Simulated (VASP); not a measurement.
Set up this calculation in VASP 6.6.1, as the native input.

```
Task                   : relaxation of cell and atoms
Functional             : PBE
Potentials or basis    : VASP PAW PBE potentials, release 64 (Si)
Cutoff                 : 600 eV
k mesh                 : 9 × 9 × 12
Occupations            : fermi-dirac, width 0.08 eV
Spin                   : no spin polarisation
Target pressure        : 13 GPa
Dipole correction      : no
Further INCAR settings : ALGO = Normal; EDIFF = 1e-06; IBRION = 2; EDIFFG = -0.005; NSW = 60; ISIF = 3
```

The structure of Si lies in POSCAR:

```
Si
1.0
    4.1551648494      0.0000000000      0.0000000000
   -2.0775824247      3.5984783165      0.0000000000
    0.0000000000      0.0000000000      2.5762022066
Si
3
Direct
    0.0000000000      0.0000000000      0.0000000000
    0.3333333333      0.6666666667      0.5000000000
    0.6666666667      0.3333333333      0.5000000000
```

This isn't the form of Si at room conditions, which is diamond.

The input as run:

INCAR

```
SYSTEM = Si
ALGO = Normal
EDIFF = 1E-6
EDIFFG = -0.005
ENCUT = 600
GGA = PE
IBRION = 2
ISIF = 3
ISMEAR = -1
LASPH = .True.
LCHARG = .False.
LREAL = .False.
LWAVE = .False.
NELM = 100
NSW = 60
PREC = Accurate
PSTRESS = 130.0
SIGMA = 0.08
```

KPOINTS

```
k-points
0
Gamma
  9 9 12
  0 0 0
```

Potentials or basis: VASP PAW PBE potentials, release 64 (Si).

Command:

```console
$ cat potpaw_PBE.64/Si/POTCAR > POTCAR
$ mpirun -np 1 vasp_std > vasp.out
```

It gave:

```json
{
 "Relaxed volume": "13.24 Å³/atom",
 "Relaxed cell": "a = 4.279 Å, b = 4.279 Å, c = 2.505 Å, α = 90.00°, β = 90.00°, γ = 120.00°",
 "Space group after relaxing (to 0.1 Å)": "P6/mmm (No. 191)",
 "Energy change on relaxing (the run minimises the enthalpy)": "-55.9 meV/atom",
 "Ionic steps": "10",
 "Pressure after relaxing": "13.0 GPa",
 "Band gap on the k mesh": "zero (bands 6 and 7 overlap by 7.85 eV)"
}
```

Caveat: the cell is relaxed towards a set pressure, so the run minimises the enthalpy, not the energy.

Run time: 3.6 min on 1 thread of Intel Xeon 8259CL (shared host), peak memory 0.19 GiB.
